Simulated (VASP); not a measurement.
# InSe (P-3m1) in VASP: a series of runs

Runs on InSe. Level: PBE+D3(BJ). Tasks: single point.

Program: VASP 6.6.1. These are calculated values, not measurements. Logs are shortened: lines on timing, memory, paths and dates and some standing lists are left out, and cuts for length are marked.

## Step 1: The cell of the first run

The structure is trigonal, space group P-3m1 (No. 164). The conventional cell has a = 4.032 Å, b = 4.032 Å, c = 16.462 Å, α = 90.00°, β = 90.00°, γ = 120.00°. In (site symmetry 3m) has 3 Se at 2.66 Å and 1 In at 2.79 Å within 3.5 Å. Within 3.5 Å of In (site symmetry 3m) lie 3 Se at 2.66 Å and 1 In at 2.79 Å. Se (site symmetry 3m) has 3 In at 2.66 Å within 3.5 Å. Within 3.6 Å of Se (site symmetry 3m) lie 3 In at 2.66 Å and 3 Se at 3.57 Å.

## Step 2: Single point, PBE+D3(BJ) (the distance across one plane changed)

The input, INCAR:

```
PREC = Accurate ; ENCUT = 520
EDIFF = 1E-6 ; ISMEAR = 0
SIGMA = 0.03 ; LREAL = False
LASPH = True ; NELM = 80
ALGO = Normal ; ISIF = 2
LWAVE = False ; LCHARG = False
GGA = PE ; IVDW = 12
NBANDS = 48
```

The input, KPOINTS:

```
regular mesh
0
Gamma
  9 9 2
```

The input, POSCAR:

```
InSe
1.0
   -4.0317714842      0.0000000000      0.0000000000
   -2.0158857421     -3.4916165276      0.0000000000
    0.0000000000      0.0000000000     16.4623716544
In Se
4 4
Direct
    0.3333333333      0.3333333333      0.1696952696
    0.6666666667      0.6666666667      0.6788069579
    0.3333333333      0.3333333333      0.3394164188
    0.6666666667      0.6666666667      0.8485281071
    0.3333333333      0.3333333333      0.6006205775
    0.6666666667      0.6666666667      0.0915088891
    0.3333333333      0.3333333333      0.9267144876
    0.6666666667      0.6666666667      0.4176027992
```

Potentials or basis: VASP PAW PBE potentials, release 64 (In_d, Se).

Launch:

```
cat potpaw_PBE.64/In_d/POTCAR potpaw_PBE.64/Se/POTCAR > POTCAR
mpirun -np 1 vasp_std > vasp.out
```

OUTCAR:

```text
PREC = Accurate
   ENCUT = 520
   EDIFF = 1E-6
   ISMEAR = 0
   LREAL = False
   LASPH = True
   NELM = 80
   ISIF = 2
   GGA = PE
   IVDW = 12
 IVDW          = 12

 ion  position               nearest neighbor table
   1  0.333  0.333  0.170-   6 2.66   6 2.66   6 2.66   3 2.79
   2  0.667  0.667  0.679-   5 2.66   5 2.66   5 2.66   4 2.79
   3  0.333  0.333  0.339-   8 2.66   8 2.66   8 2.66   1 2.79
   4  0.667  0.667  0.849-   7 2.66   7 2.66   7 2.66   2 2.79
   5  0.333  0.333  0.601-   2 2.66   2 2.66   2 2.66
   6  0.667  0.667  0.092-   1 2.66   1 2.66   1 2.66
   7  0.333  0.333  0.927-   4 2.66   4 2.66   4 2.66
   8  0.667  0.667  0.418-   3 2.66   3 2.66   3 2.66

  LATTYP: Found a hexagonal cell.
 ALAT       =     4.0317714842
 C/A-ratio  =     4.0831608931

  Lattice vectors:

 A1 = (   2.0158857421,   3.4916165276,   0.0000000000)
 A2 = (  -4.0317714842,   0.0000000000,   0.0000000000)
 A3 = (   0.0000000000,   0.0000000000,  16.4623716544)

Analysis of symmetry for initial positions (statically):
=====================================================================
 Subroutine PRICEL returns:
 Original cell was already a primitive cell.

 Routine SETGRP: Setting up the symmetry group for a
 hexagonal supercell.

 Subroutine GETGRP returns: Found 12 space group operations
 (whereof  6 operations were pure point group operations)
 out of a pool of 24 trial point group operations.

The static configuration has the point symmetry C_3v.
 The point group associated with its full space group is D_3d.

Analysis of symmetry for dynamics (positions and initial velocities):
=====================================================================
 Subroutine PRICEL returns:
 Original cell was already a primitive cell.

 Routine SETGRP: Setting up the symmetry group for a
 hexagonal supercell.

 Subroutine GETGRP returns: Found 12 space group operations
 (whereof  6 operations were pure point group operations)
 out of a pool of 24 trial point group operations.

The dynamic configuration has the point symmetry C_3v.
 The point group associated with its full space group is D_3d.

 Subroutine INISYM returns: Found 12 space group operations
 (whereof  6 operations are pure point group operations),
 and found     1 'primitive' translations

----------------------------------------------------------------------------------------

                                     Primitive cell

  volume of cell :     231.7474

  direct lattice vectors                    reciprocal lattice vectors
    -4.031771484  0.000000000  0.000000000    -0.248029930  0.143200147  0.000000000
    -2.015885742 -3.491616528  0.000000000     0.000000000 -0.286400294  0.000000000
     0.000000000  0.000000000 16.462371654     0.000000000  0.000000000  0.060744589

  length of vectors
     4.031771484  4.031771484 16.462371654     0.286400294  0.286400294  0.060744589

  position of ions in fractional coordinates (direct lattice)
     0.333333333  0.333333333  0.169695270
     0.666666667  0.666666667  0.678806958
     0.333333333  0.333333333  0.339416419
     0.666666667  0.666666667  0.848528107
     0.333333333  0.333333333  0.600620578
     0.666666667  0.666666667  0.091508889
     0.333333333  0.333333333  0.926714488
     0.666666667  0.666666667  0.417602799

  ion indices of the primitive-cell ions
   primitive index   ion index
                 1           1
                 2           2
                 3           3
                 4           4
                 5           5
                 6           6
                 7           7
                 8           8

----------------------------------------------------------------------------------------

 KPOINTS: regular mesh

Automatic generation of k-mesh.
 Grid dimensions read from file:
 generate k-points for:    9    9    2

 Generating k-lattice:

  Cartesian coordinates                     Fractional coordinates (reciprocal lattice)
    -0.027558881  0.015911127  0.000000000     0.111111111 -0.000000000  0.000000000
     0.000000000 -0.031822255  0.000000000     0.000000000  0.111111111  0.000000000
     0.000000000  0.000000000  0.030372294     0.000000000  0.000000000  0.500000000

  Length of vectors
     0.031822255  0.031822255  0.030372294

  Shift w.r.t. Gamma in fractional coordinates (k-lattice)
     0.000000000  0.000000000  0.000000000

 Subroutine IBZKPT returns following result:
 ===========================================

 Found     24 irreducible k-points:

 Following reciprocal coordinates:
            Coordinates               Weight
  0.000000  0.000000  0.000000      1.000000
  0.111111 -0.000000  0.000000      6.000000
  0.222222 -0.000000  0.000000      6.000000
  0.333333 -0.000000  0.000000      6.000000
  0.444444 -0.000000  0.000000      6.000000
  0.222222  0.111111  0.000000      6.000000
[... 16 lines left out ...]
 -0.444444  0.222222  0.500000     12.000000
 -0.333333  0.333333  0.500000      2.000000
   k-points           NKPTS =     24   k-points in BZ     NKDIM =     24   number of bands    NBANDS=     48
   number of dos      NEDOS =    301   number of ions     NIONS =      8
   total plane-waves  NPLWV = 113400
   dimension x,y,z NGX =    30 NGY =   30 NGZ =  126
   dimension x,y,z NGXF=    60 NGYF=   60 NGZF=  252
   ions per type =               4   4
   NGX,Y,Z   is equivalent  to a cutoff of  12.37, 12.37, 12.72 a.u.
   NGXF,Y,Z  is equivalent  to a cutoff of  24.74, 24.74, 25.45 a.u.
 SYSTEM =  unknown system
   PREC   = accura    normal or accurate (medium, high low for compatibility)
   ISTART =      0    job   : 0-new  1-cont  2-samecut
   ICHARG =      2    charge: 1-file 2-atom 10-const
   ISPIN  =      1    spin polarized calculation?
   LNONCOLLINEAR =      F non collinear calculations
   LSORBIT =      F    spin-orbit coupling
   LASPH  =      T    aspherical Exc in radial PAW
   ENCUT  =  520.0 eV  38.22 Ry    6.18 a.u.   7.50  7.50 30.61*2*pi/ulx,y,z
   NELM   =     80;   NELMIN=  2; NELMDL= -5     # of ELM steps
   EDIFF  = 0.1E-05   stopping-criterion for ELM
   LREAL  =      F    real-space projection
   EDIFFG = 0.1E-04   stopping-criterion for IOM
   NSW    =      0    number of steps for IOM
   IBRION =     -1    ionic relax: 0-MD 1-quasi-New 2-CG
   NFREE  =      0    steps in history (QN), initial steepest desc. (CG)
   ISIF   =      2    stress and relaxation
   ISYM   =      2    0-nonsym 1-usesym 2-fastsym
   POTIM  = 0.5000    time-step for ionic-motion
   TEBEG  =    0.0;   TEEND  =   0.0 temperature during run
   PSTRESS=    0.0 pullay stress
   NELECT =      76.0000    total number of electrons
   NUPDOWN=      -1.0000    fix difference up-down
   EMIN   =  10.00;   EMAX   =-10.00  energy-range for DOS
   EFERMI =   0.00;   METHOD = LEGACY
   ISMEAR =     0;   SIGMA  =   0.03  broadening in eV -4-tet -1-fermi 0-gaus
   EFERMI_NEDOS =   21; number of points for ismear=-14 and -15
   IALGO  =     38    algorithm
   IMIX   =      4    mixing-type and parameters
     AMIX     =   0.40;   BMIX     =  1.00
     AMIX_MAG =   1.60;   BMIX_MAG =  1.00
  volume/ion in A,a.u.               =      28.97       195.49
  Fermi-wavevector in a.u.,A,eV,Ry     =   1.128949  2.133405 17.340984  1.274526
  Thomas-Fermi vector in A             =   2.265641
   LORBIT       =      0    0 simple, 1 ext, 2 COOP (PROOUT), +10 PAW based schemes
   GGA     = PE    functional components
   LHFCALC =     F    Hartree Fock is set to
   AEXX    =    0.0000 exact exchange contribution
   IVDW    =    12    specifies the selected vdW correction
   LEPSILON=     F    determine dielectric tensor
   LRPA    =     F    only Hartree local field effects (RPA)
 non-spin polarized calculation
 Gauss-broadening in eV      SIGMA  =   0.03
  energy-cutoff  :      520.00
  volume of cell :      231.75
 maximum number of plane-waves:      6276
 NGX is ok and might be reduce to    30
   NGX = 15   NGY = 15   NGZ = 61

 number of electron      75.9999999 magnetization

 Free energy of the ion-electron system (eV)
  ---------------------------------------------------
  ext. energy  EPLUGINS =         0.00000000
  ---------------------------------------------------
  free energy    TOTEN  =       -28.23997629 eV

  energy without entropy =      -28.23997629  energy(sigma->0) =      -28.23997629

 E-fermi :   4.3782     XC(G=0):  -8.9708

 val. band max:        4.2257923113   @ k =   0.0000   0.0000   0.0000
 cond. band min:       4.5162056151   @ k =   0.0000   0.0000   0.0000
 fundamental gap:      0.2904133038
 Fermi energy:         4.3782073393

 k-point     1 :       0.0000    0.0000    0.0000
  band No.  band energies     occupation
      1     -10.5998      2.00000
      2     -10.5984      2.00000
      3     -10.4144      2.00000
      4     -10.4144      2.00000
      5     -10.4137      2.00000
      6     -10.4137      2.00000
[... 40 lines left out ...]
     47       9.1366      0.00000
     48       9.5260      0.00000

 k-point     2 :       0.1111   -0.0000    0.0000
  band No.  band energies     occupation
      1     -10.5995      2.00000
      2     -10.5981      2.00000
      3     -10.4601      2.00000
      4     -10.4512      2.00000
      5     -10.4127      2.00000
      6     -10.4120      2.00000
[... 40 lines left out ...]
     47       8.8862      0.00000
     48       9.3636      0.00000

 k-point     3 :       0.2222   -0.0000    0.0000
  band No.  band energies     occupation
      1     -10.6152      2.00000
      2     -10.6122      2.00000
      3     -10.5313      2.00000
      4     -10.5166      2.00000
      5     -10.4820      2.00000
      6     -10.4652      2.00000
[... 40 lines left out ...]
     47       8.7504      0.00000
     48       8.8684      0.00000

 k-point     4 :       0.3333   -0.0000    0.0000
  band No.  band energies     occupation
      1     -10.6731      2.00000
      2     -10.6628      2.00000
      3     -10.5665      2.00000
      4     -10.5497      2.00000
      5     -10.5448      2.00000
      6     -10.5391      2.00000
[... 958 lines left out ...]
     47       9.0083      0.00000
     48       9.0211      0.00000

 k-point    23 :      -0.4444    0.2222    0.5000
  band No.  band energies     occupation
      1     -10.7107      2.00000
      2     -10.7083      2.00000
      3     -10.6121      2.00000
      4     -10.6108      2.00000
      5     -10.5409      2.00000
      6     -10.5403      2.00000
[... 40 lines left out ...]
     47       9.0900      0.00000
     48       9.1835      0.00000

 k-point    24 :      -0.3333    0.3333    0.5000
  band No.  band energies     occupation
      1     -10.7140      2.00000
      2     -10.7140      2.00000
      3     -10.6187      2.00000
      4     -10.6187      2.00000
      5     -10.5398      2.00000
      6     -10.5398      2.00000
[... 40 lines left out ...]
     47       9.7633      0.00000
     48       9.7634      0.00000

------------------------ aborting loop because EDIFF is reached ----------------------------------------

 Edisp (eV)   -2.42615

 E8    (eV) :    -1.1119

  FORCE on cell =-STRESS in cart. coord.  units (eV):
  Direction    XX          YY          ZZ          XY          YZ          ZX
  --------------------------------------------------------------------------------------
  -------------------------------------------------------------------------------------
  Total       0.27556     0.27556     0.76293     0.00000    -0.00000     0.00000
  in kB       1.90506     1.90506     5.27450     0.00000    -0.00000     0.00000
  external pressure =        3.03 kB  Pullay stress =        0.00 kB

 VOLUME and BASIS-vectors are now :
 -----------------------------------------------------------------------------
  energy-cutoff  :      520.00
  volume of cell :      231.75
      direct lattice vectors                 reciprocal lattice vectors
    -4.031771484  0.000000000  0.000000000    -0.248029930  0.143200147  0.000000000
    -2.015885742 -3.491616528  0.000000000     0.000000000 -0.286400294  0.000000000
     0.000000000  0.000000000 16.462371654     0.000000000  0.000000000  0.060744589

 POSITION                                       TOTAL-FORCE (eV/Angst)
 -----------------------------------------------------------------------------------
     -2.01589     -1.16387      2.79359         0.000000      0.000000      0.059831
     -4.03177     -2.32774     11.17477        -0.000000     -0.000000      0.012162
     -2.01589     -1.16387      5.58760         0.000000      0.000000     -0.012162
     -4.03177     -2.32774     13.96879        -0.000000      0.000000     -0.059831
     -2.01589     -1.16387      9.88764        -0.000000      0.000000     -0.013897
     -4.03177     -2.32774      1.50645        -0.000000     -0.000000      0.151568
     -2.01589     -1.16387     15.25592         0.000000      0.000000     -0.151568
     -4.03177     -2.32774      6.87473         0.000000      0.000000      0.013897
 -----------------------------------------------------------------------------------
    total drift:                               -0.000000     -0.000000      0.000156

  FREE ENERGIE OF THE ION-ELECTRON SYSTEM (eV)
  ---------------------------------------------------
  free  energy   TOTEN  =       -30.6661245026 eV

  energy  without entropy=      -30.6661245026  energy(sigma->0) =      -30.66612450
```

Wall time 8 min (1 thread of Intel Xeon 8259CL, shared host); peak memory 0.46 GiB.

Results:

| Item | Value |
| --- | --- |
| Free energy | -30.6661 eV |
| Pressure | 0.3 GPa |
| Largest force | 0.152 eV/Å |
| Band gap on the k mesh | 0.29 eV |
| Dispersion energy per atom | -0.303 eV |

Forces in eV/Å, atoms in the order of the input:
```
In   0.000  0.000  0.060
In   0.000  0.000  0.012
In   0.000  0.000 -0.012
In   0.000  0.000 -0.060
Se   0.000  0.000 -0.014
Se   0.000  0.000  0.152
Se   0.000  0.000 -0.152
Se   0.000  0.000  0.014
```

Caveat: the cell differs from its parent crystal (the distance across one plane changed); spin-orbit coupling is left out, which moves the levels of the heavy elements.

## Step 3: Single point, PBE+D3(BJ) (the distance across one plane changed)

The input, INCAR:

```
SYSTEM = InSe
  PREC = Accurate
  ENCUT = 520
  EDIFF = 1E-6
  ISMEAR = 0
  SIGMA = 0.03
  LREAL = .FALSE.
  LASPH = .TRUE.
  NELM = 100
  ALGO = Normal
  ISIF = 2
  LWAVE = .FALSE.
  LCHARG = .FALSE.
  GGA = PE
  IVDW = 12
  NBANDS = 48
```

The input, KPOINTS:

```
Automatic mesh
0
G
  9 9 2
  0 0 0
```

The input, POSCAR:

```
InSe
1.0
   -4.0317714842      0.0000000000      0.0000000000
   -2.0158857421     -3.4916165276      0.0000000000
    0.0000000000      0.0000000000     17.0123716544
In Se
4 4
Direct
    0.3333333333      0.3333333333      0.1642091210
    0.6666666667      0.6666666667      0.6568615270
    0.3333333333      0.3333333333      0.3284432850
    0.6666666667      0.6666666667      0.8210956910
    0.3333333333      0.3333333333      0.5812028664
    0.6666666667      0.6666666667      0.0885504604
    0.3333333333      0.3333333333      0.8967543516
    0.6666666667      0.6666666667      0.4041019456
```

Potentials or basis: VASP PAW PBE potentials, release 64 (In_d, Se).

Launch:

```
cat potpaw_PBE.64/In_d/POTCAR potpaw_PBE.64/Se/POTCAR > POTCAR
mpirun -np 1 vasp_std > vasp.out
```

Wall time 7.7 min (1 thread of Intel Xeon 8259CL, shared host); peak memory 0.47 GiB.

It converged, with:

```
Free energy                : -30.6842 eV
Pressure                   : -0.1 GPa
Largest force              : 0.078 eV/Å
Band gap on the k mesh     : 0.44 eV
Dispersion energy per atom : -0.292 eV
```

Forces on the atoms (eV/Å):
```
In   0.000  0.000  0.003
In   0.000  0.000  0.018
In   0.000  0.000 -0.018
In   0.000  0.000 -0.003
Se   0.000  0.000 -0.013
Se   0.000  0.000 -0.078
Se   0.000  0.000  0.078
Se   0.000  0.000  0.013
```

Stress tensor (GPa, compression positive):
```
-0.01  0.00  0.00
 0.00 -0.01  0.00
 0.00  0.00 -0.17
```

Levels at points of the mesh, in eV from the valence-band top:
| k point | band 35 | band 36 | band 37 | band 38 | band 39 | band 40 | band 41 | band 42 |
| --- | --- | --- | --- | --- | --- | --- | --- | --- |
| (0.00, 0.00, 0.00) | -1.12 | -1.05 | -1.05 | 0.00 | 0.44 | 1.70 | 2.16 | 2.17 |
| (0.00, 0.00, 0.50) | -1.07 | -1.07 | -0.89 | -0.80 | 1.17 | 1.28 | 2.17 | 2.18 |

Caveat: the cell differs from its parent crystal (the distance across one plane changed); spin-orbit coupling is left out, which moves the levels of the heavy elements.
